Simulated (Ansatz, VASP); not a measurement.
**Two plane-wave programs on TaTl**

INCAR

```
SYSTEM = TaTl
  PREC = Accurate
  ENCUT = 520
  EDIFF = 1E-6
  ISMEAR = -1
  SIGMA = 0.05
  LREAL = .FALSE.
  LASPH = .TRUE.
  NELM = 60
  ALGO = Normal
  ISIF = 2
  LWAVE = .FALSE.
  LCHARG = .FALSE.
  GGA = RE
  NBANDS = 19
```

The input KPOINTS:

```
Automatic mesh
0
G
  7 7 7
  0 0 0
```

The input POSCAR:

```
TaTl
1.0
    3.6221205400      0.0000000000      0.0000000000
    0.0000000000      3.6221205400      0.0000000000
    0.0000000000      0.0000000000      3.6221205400
Ta Tl
1 1
Direct
    0.0000000000      0.0000000000      0.0000000000
    0.5000000000      0.5000000000      0.5000000000
```

The input input.yaml:

```yaml
crystal:
  lattice:
    - [3.62212054, 0.0, 0.0]
    - [0.0, 3.62212054, 0.0]
    - [0.0, 0.0, 3.62212054]
  atoms:
    - { symbol: Ta, position: [0.0, 0.0, 0.0] }
    - { symbol: Tl, position: [0.5, 0.5, 0.5] }
hamiltonian:
  xc: revpbe
  pseudopotentials: { kind: paw }
kpoints:
  mp_grid: { grid: [7, 7, 7] }
  band_path:
    path:
      - [[0.0, 0.0, 0.0], [0.0, 0.5, 0.0], [0.5, 0.5, 0.0], [0.0, 0.0, 0.0], [0.5, 0.5, 0.5], [0.0, 0.5, 0.0]]
      - [[0.5, 0.5, 0.0], [0.5, 0.5, 0.5]]
    npoints: 14
scf:
  occupations: { method: fermi_dirac, width: 0.05 }
  n_extra_bands: 6
output:
  forces: true
  stress: true
  eigenvalues: true
  fatbands: false
```

Alike in both runs: functional revPBE; k mesh 7 × 7 × 7; occupations fermi-dirac, width 0.05 eV; no spin polarisation.

|  | VASP | Ansatz |
| --- | --- | --- |
| version | VASP 6.6.1 | Ansatz 0.2.0 |
| potentials or method | VASP PAW PBE potentials, release 64 (Ta_pv, Tl_d) | Ansatz PAW |
| plane-wave cutoff (eV) | 520 | 420 |
| valence electrons in the cell | 24 | 26 |
| task | single point | band structure |

```tsv
	VASP	Ansatz	Ansatz less VASP
gap on the k mesh at the Fermi level (eV)	none	none	-
pressure (GPa)	-11.9	-11.9	+0.01
```

VASP's potentials were made for PBE, not for revPBE. A gap of «none» marks a metal or a gap that the smearing closes. VASP's potentials hold 24 valence electrons a cell and Ansatz's 26, so a difference there can come from the potentials and not from the codes.

Spin-orbit coupling is off throughout.
